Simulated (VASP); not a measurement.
Wanted: the native input for a VASP 6.6.1 run.

| Item | Value |
| --- | --- |
| Task | single point |
| Functional | PBEsol |
| Potentials or basis | VASP PAW PBE potentials, release 64 (Pb_d, O) |
| Cutoff | 520 eV |
| k mesh | 5 × 5 × 6 |
| Occupations | fermi-dirac, width 0.05 eV |
| Spin | no spin polarisation |
| Dipole correction | no |
| Further INCAR settings | ALGO = Normal; EDIFF = 1e-06; NBANDS = 50 |

The structure of PbO lies in POSCAR:

```
PbO
1.0
    5.8760000000      0.0000000000      0.0000000000
    0.0000000000      5.4760000000      0.0000000000
    0.0000000000      0.0000000000      4.7430000000
Pb O
4 4
Direct
    0.7690000000      0.5140000000      0.2500000000
    0.2310000000      0.4860000000      0.7500000000
    0.7690000000      0.9860000000      0.7500000000
    0.2310000000      0.0140000000      0.2500000000
    0.1320000000      0.5820000000      0.2500000000
    0.8680000000      0.4180000000      0.7500000000
    0.1320000000      0.9180000000      0.7500000000
    0.8680000000      0.0820000000      0.2500000000
```

These files were run (other wordings do the same):

INCAR

```
  PREC = Accurate
  ENCUT = 520
  EDIFF = 1E-6
  ISMEAR = -1
  SIGMA = 0.05
  LREAL = False
  LASPH = True
  NELM = 100
  ALGO = Normal
  ISIF = 2
  LWAVE = False
  LCHARG = False
  GGA = PS
  NBANDS = 50
```

KPOINTS

```
regular mesh
0
Gamma
  5 5 6
```

Potentials or basis: VASP PAW PBE potentials, release 64 (Pb_d, O).

The run is started by

```bash
$ cat potpaw_PBE.64/Pb_d/POTCAR potpaw_PBE.64/O/POTCAR > POTCAR
$ mpirun -np 1 vasp_std > vasp.out
```

Results of the run:

The pressure is -1.8 GPa and the largest force is 0.961 eV/Å. The band gap on the k mesh is 1.89 eV (least direct gap 2.08 eV).

Caveat: the stress differs along the axes, from -5 to 3 GPa; the PAW data sets were made with another functional, which shifts forces and pressure a little; spin-orbit coupling is left out, which moves the levels of the heavy elements.

Run time: 4.7 min on 1 thread of Intel(R) Xeon(R) Platinum 8488C (Sapphire Rapids) (shared host), peak memory 0.37 GiB.
